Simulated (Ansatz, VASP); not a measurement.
Si3C in VASP and in Ansatz

```
Si C
1.0
     2.74565    0.00000    0.00000
     0.00000    2.74565    0.00000
     0.00000    0.00000    6.16589
Si C
3 1
Direct
  0.50000 0.50000 0.19202
  0.00000 0.00000 0.50000
  0.50000 0.50000 0.80798
  0.00000 0.00000 0.00000
```

Alike in both runs: functional PBE; k mesh 16 × 16 × 8; occupations gaussian, width 0.1 eV; no spin polarisation.

Ansatz relaxed the structure, and its values are those at the end. VASP's run is a single point on that final structure, the one shown.

|  | VASP | Ansatz |
| --- | --- | --- |
| version | VASP 6.6.1 | Ansatz 0.2.0 |
| potentials or method | VASP PAW PBE potentials, release 64 (Si, C), cutoff 520 eV | scalar-relativistic, plane waves, PAW |
| valence electrons in the cell | 16 | 16 |

```tsv
	VASP	Ansatz	Ansatz less VASP
gap on the k mesh at the Fermi level (eV)	none	none	-
pressure (GPa)	0.0	0.0	-0.01
```

A gap of «none» marks a metal or a gap that the smearing closes. The functional is the same, so the differences come from potentials, cutoffs and numerics.
